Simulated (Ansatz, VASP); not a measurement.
**Two plane-wave programs on BiSb2Se**

```xyz
4
Lattice="4.2889 0.0000 0.0000 0.0000 4.2889 0.0000 0.0000 0.0000 6.1629" Properties=species:S:1:pos:R:3 pbc="T T T"
Sb    2.1445    0.0000    3.0814
Sb    0.0000    2.1445    3.0814
Bi    0.0000    0.0000    0.0000
Se    2.1445    2.1445    0.0000
```

Change from the starting cell: species swapped into the CePd2Pt type (P4/mmm, No. 123).

Alike in both runs: functional PBE; k mesh 10 × 10 × 10; occupations gaussian, width 0.1 eV; no spin polarisation.

Ansatz relaxed the structure, and its values are those at the end. VASP's run is a single point on that final structure, the one shown.

|  | VASP | Ansatz |
| --- | --- | --- |
| version | VASP 6.6.1 | Ansatz 0.2.0 |
| potentials or method | VASP PAW PBE potentials, release 64 (Sb, Bi_d, Se), cutoff 520 eV | scalar-relativistic, plane waves, PAW |
| valence electrons in the cell | 31 | 61 |

```tsv
	VASP	Ansatz	Ansatz less VASP
gap on the k mesh at the Fermi level (eV)	none	none	-
pressure (GPa)	0.0	0.0	+0.04
```

A gap of «none» marks a metal or a gap that the smearing closes. With one functional, cell and mesh, what is left measures potentials, basis and numerics. VASP's potentials hold 31 valence electrons a cell and Ansatz's 61, so a difference there can come from the potentials and not from the codes.

Neither program's run includes spin-orbit coupling.
